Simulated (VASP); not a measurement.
Wanted: the native input for a VASP 6.6.1 run.

- Task: single point
- Functional: r2SCAN
- Potentials or basis: VASP PAW PBE potentials, release 64 (B, H, C, N)
- Cutoff: 520 eV
- k mesh: 6 × 6 × 6
- Occupations: gaussian, width 0.02 eV
- Spin: no spin polarisation
- Dipole correction: no
- Further INCAR settings: LREAL = Auto; ALGO = Normal; EDIFF = 1e-06; NBANDS = 30

Crystal: BH12C3N.

```
CELL_PARAMETERS angstrom
4.53211 2.61662 1.95255
-4.53211 2.61662 1.95255
0.00000 -5.23323 1.95255
ATOMIC_POSITIONS crystal
B 0.91929 0.91929 0.91929
H 0.28141 0.54540 0.28141
H 0.28141 0.28141 0.54540
H 0.54540 0.28141 0.28141
H 0.39969 0.86046 0.59572
H 0.59572 0.39969 0.86046
H 0.86046 0.59572 0.39969
H 0.59572 0.86046 0.39969
H 0.86046 0.39969 0.59572
H 0.39969 0.59572 0.86046
H 0.05370 0.05370 0.83121
H 0.83121 0.05370 0.05370
H 0.05370 0.83121 0.05370
C 0.46699 0.73289 0.46699
C 0.46699 0.46699 0.73289
C 0.73289 0.46699 0.46699
N 0.64366 0.64366 0.64366
```

These files were run (other wordings do the same):

POSCAR

```
BH12C3N
1.0
    4.5321137713      2.6166171059      1.9525486980
   -4.5321137713      2.6166171059      1.9525486980
    0.0000000000     -5.2332342118      1.9525486979
B H C N
1 12 3 1
Direct
    0.9192906309      0.9192906309      0.9192906309
    0.2814128439      0.5453959083      0.2814128439
    0.2814128439      0.2814128439      0.5453959083
    0.5453959083      0.2814128439      0.2814128439
    0.3996908438      0.8604605486      0.5957239690
    0.5957239690      0.3996908438      0.8604605486
    0.8604605486      0.5957239690      0.3996908438
    0.5957239690      0.8604605486      0.3996908438
    0.8604605486      0.3996908438      0.5957239690
    0.3996908438      0.5957239690      0.8604605486
    0.0536971379      0.0536971379      0.8312076579
    0.8312076579      0.0536971379      0.0536971379
    0.0536971379      0.8312076579      0.0536971379
    0.4669937660      0.7328904224      0.4669937660
    0.4669937660      0.4669937660      0.7328904224
    0.7328904224      0.4669937660      0.4669937660
    0.6436571623      0.6436571623      0.6436571623
```

INCAR.step1

```
PREC     = Accurate       # precision mode
ENCUT    = 520            # plane-wave cutoff, eV
ISMEAR   = 0              # smearing method
SIGMA    = 0.02           # smearing width, eV
LREAL    = Auto         
LASPH    = True           # aspherical terms in the spheres
NELM     = 60             # most SCF steps
NBANDS   = 30             # bands
GGA      = PE             # functional
ALGO     = Normal         # electronic algorithm
EDIFF    = 1E-4           # SCF threshold, eV
LWAVE    = True           # write WAVECAR
LCHARG   = False          # write CHGCAR
```

INCAR.step2

```
PREC     = Accurate       # precision mode
ENCUT    = 520            # plane-wave cutoff, eV
EDIFF    = 1E-6           # SCF threshold, eV
ISMEAR   = 0              # smearing method
SIGMA    = 0.02           # smearing width, eV
LREAL    = Auto         
LASPH    = True           # aspherical terms in the spheres
NELM     = 60             # most SCF steps
ALGO     = Normal         # electronic algorithm
ISIF     = 2              # what is computed and relaxed
LWAVE    = False          # write WAVECAR
LCHARG   = False          # write CHGCAR
METAGGA  = R2SCAN         # meta-GGA
LMIXTAU  = True         
NBANDS   = 30             # bands
ISTART   = 1
```

KPOINTS

```
Automatic mesh
0
Gamma
  6 6 6
```

Potentials or basis: VASP PAW PBE potentials, release 64 (B, H, C, N).

Command:

```console
$ cat potpaw_PBE.64/B/POTCAR potpaw_PBE.64/H/POTCAR potpaw_PBE.64/C/POTCAR potpaw_PBE.64/N/POTCAR > POTCAR
$ cp INCAR.step1 INCAR
$ mpirun -np 1 vasp_std > vasp.out
$ cp INCAR.step2 INCAR
$ mpirun -np 1 vasp_std > vasp.out
```

It gave:

The pressure is 0.2 GPa. The largest force is 0.065 eV/Å. The band gap on the k mesh is 6.86 eV, indirect (least direct gap 6.94 eV).

Caveat: the PAW data sets were made with another functional, which shifts forces and pressure a little.

It took 23 min on 1 thread of Oxide Virtual Turin-like Processor, on a shared host, peak memory 0.29 GiB.
